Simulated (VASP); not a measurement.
A run of VASP 6.6.1 is set up as follows.

POSCAR

```
GaSb
1.0
    0.0000000000      3.0662848028      3.0662848028
    3.0662848028      0.0000000000      3.0662848028
    3.0662848028      3.0662848028      0.0000000000
Ga Sb
1 1
Direct
    0.0000000000      0.0000000000      0.0000000000
    0.7500000000      0.7500000000      0.7500000000
```

File INCAR.step1:

```
SYSTEM = GaSb
PREC     = Accurate       ! precision mode
ENCUT    = 520            ! plane-wave cutoff, eV
ISMEAR   = 0              ! smearing method
SIGMA    = 0.01           ! smearing width, eV
LREAL    = .FALSE.        ! projectors in reciprocal space
LASPH    = .TRUE.         ! aspherical terms in the spheres
NELM     = 60             ! most SCF steps
NBANDS   = 16             ! bands
GGA      = PE             ! functional
ALGO     = Normal         ! electronic algorithm
EDIFF    = 1E-4           ! SCF threshold, eV
LWAVE    = .TRUE.         ! write WAVECAR
LCHARG   = .FALSE.        ! write CHGCAR
```

Contents of INCAR.step2:

```
SYSTEM = GaSb
PREC     = Accurate       ! precision mode
ENCUT    = 520            ! plane-wave cutoff, eV
EDIFF    = 1E-6           ! SCF threshold, eV
ISMEAR   = 0              ! smearing method
SIGMA    = 0.01           ! smearing width, eV
LREAL    = .FALSE.        ! projectors in reciprocal space
LASPH    = .TRUE.         ! aspherical terms in the spheres
NELM     = 60             ! most SCF steps
ALGO     = Normal         ! electronic algorithm
ISIF     = 2              ! what is computed and relaxed
LWAVE    = .FALSE.        ! write WAVECAR
LCHARG   = .FALSE.        ! write CHGCAR
METAGGA  = R2SCAN         ! meta-GGA
LMIXTAU  = .TRUE.       
NBANDS   = 16             ! bands
ISTART   = 1
```

KPOINTS

```
Automatic mesh
0
G
  8 8 8
  0 0 0
```

Potentials or basis: VASP PAW PBE potentials, release 64 (Ga_d, Sb).

Command:

```sh
$ cat potpaw_PBE.64/Ga_d/POTCAR potpaw_PBE.64/Sb/POTCAR > POTCAR
$ cp INCAR.step1 INCAR
$ mpirun -np 1 vasp_std > vasp.out
$ cp INCAR.step2 INCAR
$ mpirun -np 1 vasp_std > vasp.out
```

Q: Predict the pressure.

A: 0.1 GPa.

Q: Estimate the band gap on the k mesh.

A: 0.40 eV, direct.

Caveat: the PAW data sets were made with another functional, which shifts forces and pressure a little; spin-orbit coupling is left out, which moves the levels of the heavy elements. A k mesh can miss the band edges.
